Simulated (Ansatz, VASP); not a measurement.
## CuO: VASP beside Ansatz

```xyz
4
Lattice="2.3446 -1.7134 0.0000 2.3446 1.7134 0.0000 -0.8605 0.0000 5.0594" Properties=species:S:1:pos:R:3 pbc="T T T"
Cu    1.1723    0.8457    0.0000
Cu    0.7420   -0.8457    2.5297
O     2.0724   -0.2841    1.2836
O     1.6421    0.2841    3.8133
```

Alike in both runs: functional PBEsol; k mesh 10 × 10 × 5; occupations fermi-dirac, width 0.05 eV; no spin polarisation; Hubbard terms Cu d U = 5.3 eV.

|  | VASP | Ansatz |
| --- | --- | --- |
| version | VASP 6.6.1 | Ansatz 0.2.0 |
| potentials or method | VASP PAW PBE potentials, release 64 (Cu, O) | Ansatz PAW |
| plane-wave cutoff (eV) | 520 | 420 |
| valence electrons in the cell | 34 | 50 |
| task | single point | band structure |

```tsv
	VASP	Ansatz	Ansatz less VASP
gap on the k mesh at the Fermi level (eV)	none	none	-
pressure (GPa)	-6.2	-0.1	+6.11
traceless stress, the component that is largest in VASP (GPa)	2.16	1.05	-1.112
rms of the force components (eV/Å)	0.383	0.449	+0.0660
```

VASP's potentials were made for PBE, not for PBEsol. The programs project onto different local orbitals, so the same U acts differently, and such runs can settle in different states. Atom by atom the forces differ by 0.079 eV/Å (rms over components). A gap of «none» marks a metal or a gap that the smearing closes. VASP's potentials hold 34 valence electrons a cell and Ansatz's 50, so a difference there can come from the potentials and not from the codes.
